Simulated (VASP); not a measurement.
A run of VASP 6.6.1 is set up as follows.

INCAR

```
ALGO = Fast
EDIFF = 1E-7
ENCUT = 520
GGA = PE
ISIF = 2
ISMEAR = 0
LASPH = T
LCHARG = F
LREAL = F
LWAVE = F
NBANDS = 17
NELM = 80
PREC = Accurate
SIGMA = 0.1
```

Contents of KPOINTS:

```
k-points
0
Gamma
  18 18 10
```

POSCAR

```
Pt
1.0
    2.8265360761      0.0000000000      0.0000000000
   -1.4132680381      2.4478520466      0.0000000000
    0.0000000000      0.0000000000      5.0095140809
Pt
2
Direct
    0.6666666667      0.3333333333      0.7500000000
    0.3333333333      0.6666666667      0.2500000000
```

Potentials or basis: VASP PAW PBE potentials, release 64 (Pt).

Launch:

```bash
$ cat potpaw_PBE.64/Pt/POTCAR > POTCAR
$ mpirun -np 1 vasp_std > vasp.out
```

(1) What does it give for the band gap on the k mesh?

(2) What does it give for the pressure?

Results:

(1) zero (band 10 reaches 9.22 eV, above the bottom of band 11 at 8.11 eV).

(2) -17.7 GPa.

Caveat: spin-orbit coupling is left out, which moves the levels of the heavy elements.
